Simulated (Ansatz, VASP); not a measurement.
**Two plane-wave programs on Cs**

The input INCAR:

```
PREC = Accurate
ENCUT = 520
EDIFF = 1E-7
ISMEAR = 0
SIGMA = 0.15
LREAL = F
LASPH = T
NELM = 60
ALGO = Fast
ISIF = 2
LWAVE = F
LCHARG = T
GGA = PS
LELF = T
LVHAR = T
NBANDS = 10
```

KPOINTS

```
regular mesh
0
Gamma
  12 12 12
```

POSCAR

```
Cs
1.0
   -3.0980625000      3.0980625000      3.0225000000
    3.0980625000     -3.0980625000      3.0225000000
    3.0980625000      3.0980625000     -3.0225000000
Cs
1
Direct
    0.0000000000      0.0000000000      0.0000000000
```

Input for Ansatz:

```yaml
crystal:
  lattice:
    - [-3.0980625, 3.0980625, 3.0225]
    - [3.0980625, -3.0980625, 3.0225]
    - [3.0980625, 3.0980625, -3.0225]
  atoms:
    - { symbol: Cs, position: [0.0, 0.0, 0.0] }
basis:
  ecutwfc: 420
kpoints:
  mp_grid: { grid: [12, 12, 12] }
hamiltonian:
  xc: pbesol
scf:
  occupations: { method: gaussian, width: 0.15 }
output:
  forces: true
  stress: true
  eigenvalues: true
```

Change from the starting cell: strain +0.025 along x and y, +0.000 along z, atoms carried along.

Alike in both runs: task single point; functional PBEsol; k mesh 12 × 12 × 12; occupations gaussian, width 0.15 eV; no spin polarisation.

|  | VASP | Ansatz |
| --- | --- | --- |
| version | VASP 6.6.1 | Ansatz 0.2.0 |
| potentials or method | VASP PAW PBE potentials, release 64 (Cs_sv), cutoff 520 eV | scalar-relativistic, plane waves, PAW |
| valence electrons in the cell | 9 | 9 |

```tsv
	VASP	Ansatz	Ansatz less VASP
gap on the k mesh at the Fermi level (eV)	none	none	-
pressure (GPa)	-0.1	-0.1	0.00
```

VASP's potentials were made for PBE, not for PBEsol. A gap of «none» marks a metal or a gap that the smearing closes.

Spin-orbit coupling is off throughout.
